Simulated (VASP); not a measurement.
InAs:

```
CELL_PARAMETERS angstrom
0.00000 2.97721 2.97721
2.97721 0.00000 2.97721
2.97721 2.97721 0.00000
ATOMIC_POSITIONS crystal
In 0.00000 0.00000 0.00000
As 0.75000 0.75000 0.75000
```

This cell differs from its parent crystal: volume scaled by 0.96.

Base run:

| Item | Value |
| --- | --- |
| Program | VASP 6.6.1 |
| Functional | PBEsol |
| Potentials or basis | VASP PAW PBE potentials, release 64 (In_d, As) |
| Cutoff | 520 eV |
| k mesh | 8 × 8 × 8 |
| Occupations | fermi-dirac, width 0.05 eV |
| Spin | no spin polarisation |

Its results: band gap on the k mesh zero (filled and empty bands touch); pressure 4.4 GPa.

Problem. The run is repeated on the same cell with these changes: functional from PBEsol to r2SCAN. What comes out?

Solution. Band gap on the k mesh 0.51 eV, direct; pressure 5.3 GPa.

r2SCAN gives the wider gap, since meta-GGAs in the generalised Kohn-Sham scheme recover part of the derivative discontinuity.

Caveats: the PAW data sets were made with another functional, which shifts forces and pressure a little; spin-orbit coupling is left out, which moves the levels of the heavy elements.

